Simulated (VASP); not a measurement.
## InP: single point with PBEsol-based global hybrid with 25 % exact exchange

Crystal: InP.

```xyz
2
Lattice="0.0000 2.9880 2.9880 2.9880 0.0000 2.9880 2.9880 2.9880 0.0000" Properties=species:S:1:pos:R:3 pbc="T T T"
In    0.0000    0.0000    0.0000
P     4.4820    4.4820    4.4820
```

```
Program                            : VASP 6.6.1
Task                               : single point
Functional                         : PBEsol-based global hybrid with 25 % exact exchange
Potentials or basis                : VASP PAW PBE potentials, release 64 (In_d, P)
Cutoff                             : 520 eV
k mesh                             : 4 × 4 × 4
Occupations                        : fermi-dirac, width 0.05 eV
Spin                               : no spin polarisation
Dipole correction                  : no
Grid for exact exchange (PRECFOCK) : Normal
Share of exact exchange            : 0.25
Further INCAR settings             : ALGO = Normal; EDIFF = 1e-07; NBANDS = 16
```

```
Pressure               : -4.3 GPa
Band gap on the k mesh : 1.78 eV
```

Levels at points of the mesh, in eV from the valence-band top:
```csv
k point,band 7,band 8,band 9,band 10,band 11,band 12
"(0.00, 0.00, 0.00)",0.00,0.00,0.00,1.78,5.57,5.57
"(0.50, 0.00, 0.00)",-6.05,-1.00,-1.00,2.73,6.30,6.30
"(0.50, 0.50, 0.00)",-6.10,-2.39,-2.39,3.05,3.62,10.68
```

It took 16 min on 1 thread of Intel Xeon 8259CL, on a shared host, peak memory 0.19 GiB.

Caveat: the k points lie up to 0.46 Å⁻¹ apart; the PAW data sets were made with another functional, which shifts forces and pressure a little; spin-orbit coupling is left out, which moves the levels of the heavy elements.
